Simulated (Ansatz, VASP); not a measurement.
# One calculation of Lu2AlSb2, two programs

```
CELL_PARAMETERS angstrom
0.00000 0.00000 4.02877
4.11809 -3.73382 2.01438
4.11809 3.73382 -2.01438
ATOMIC_POSITIONS crystal
Lu 0.50000 0.71841 0.71841
Lu 0.50000 0.28159 0.28159
Sb 0.78054 0.71946 0.28054
Sb 0.21946 0.28054 0.71946
Al 0.00000 0.00000 0.00000
```

Alike in both runs: functional PBE; k mesh 5 × 5 × 5; no spin polarisation.

Ansatz relaxed the structure, and its values are those at the end. VASP's run is a single point on that final structure, the one shown.

```csv
,VASP,Ansatz
version,VASP 6.6.1,Ansatz 0.2.0
potentials or method,"VASP PAW PBE potentials, release 64 (Lu, Sb, Al), cutoff 520 eV",PAW plane waves
occupations,"methfessel-paxton of order 1, width 0.0161 eV","cold, width 0.0161 eV"
valence electrons in the cell,63,83
```

```tsv
	VASP	Ansatz	Ansatz less VASP
gap on the k mesh at the Fermi level (eV)	none	none	-
pressure (GPa)	0.2	0.0	-0.17
rms of the force components (eV/Å)	0.003	0.000	-0.0027
```

A gap of «none» marks a metal or a gap that the smearing closes. VASP's potentials hold 63 valence electrons a cell and Ansatz's 83, so a difference there can come from the potentials and not from the codes.

Neither program's run includes spin-orbit coupling.
